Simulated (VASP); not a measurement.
A run of VASP 6.6.1 is set up as follows.

The input INCAR:

```
PREC = Accurate ; ENCUT = 600
EDIFF = 1E-6 ; ISMEAR = -1
SIGMA = 0.1 ; LREAL = F
LASPH = T ; NELM = 80
ALGO = Normal ; ISIF = 4
LWAVE = F ; LCHARG = F
GGA = PE ; IBRION = 2
NSW = 50 ; EDIFFG = -0.005
```

KPOINTS

```
Automatic mesh
0
Gamma
  7 7 10
```

File POSCAR:

```
Tl
1.0
    4.4682487438      0.0000000000      0.0000000000
   -2.2341243719      3.8696169225      0.0000000000
    0.0000000000      0.0000000000      2.7502623503
Tl
3
Direct
    0.0000000000      0.0000000000      0.0000000000
    0.3333333333      0.6666666667      0.5000000000
    0.6666666667      0.3333333333      0.5000000000
```

Potentials or basis: VASP PAW PBE potentials, release 64 (Tl_d).

Launch:

```sh
$ cat potpaw_PBE.64/Tl_d/POTCAR > POTCAR
$ mpirun -np 1 vasp_std > vasp.out
```

Problem. Estimate the band gap on the k mesh.

Solution. Zero (an odd number of electrons rules out a gap without spin polarisation).

The path:
| step | energy change (eV) | largest force (eV/Å) | pressure (GPa) | volume (Å³) |
| --- | --- | --- | --- | --- |
| 1 | 0.0000 | 0.0000 | 120.44 | 47.55 |
| 2 | 0.0196 | 0.0000 | 120.17 | 47.55 |
| 3 | -0.0238 | 0.0000 | 120.02 | 47.55 |
| 4 | -0.0238 | 0.0000 | 120.02 | 47.55 |
| 5 | -0.0238 | 0.0000 | 120.02 | 47.55 |

Caveat: spin-orbit coupling is left out, which moves the levels of the heavy elements.
